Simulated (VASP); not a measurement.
Al, 1 atom in the cell. The structure is cubic, space group Fm-3m (No. 225). Conventional cell: a = 3.981 Å, b = 3.981 Å, c = 3.981 Å, α = 90.00°, β = 90.00°, γ = 90.00°. Al (site symmetry m-3m) has 12 Al at 2.81 Å within 3.7 Å. 

* Program: VASP 6.6.1
* Task: single point
* Functional: PBE
* Potentials or basis: VASP PAW PBE potentials, release 64 (Al)
* Cutoff: 520 eV
* k mesh: 12 × 12 × 12
* Occupations: methfessel-paxton, width 0.1 eV
* Spin: no spin polarisation
* Dipole correction: no
* Further INCAR settings: ALGO = Normal; EDIFF = 1e-06; NBANDS = 8

Potentials or basis: VASP PAW PBE potentials, release 64 (Al).

The run is started by

```bash
$ cat potpaw_PBE.64/Al/POTCAR > POTCAR
$ mpirun -np 1 vasp_std > vasp.out
```

Hardware: 1 thread of Intel(R) Xeon(R) Platinum 8259CL CPU @ 2.50GHz (Skylake/Cascade Lake), on a shared host.

Task: Estimate the wall time of this run.

Result: Run time: 5 s on 1 thread of Intel(R) Xeon(R) Platinum 8259CL CPU @ 2.50GHz (Skylake/Cascade Lake), with other jobs on the host, peak memory 0.13 GiB. Counts: scf iterations 10, k points 72.
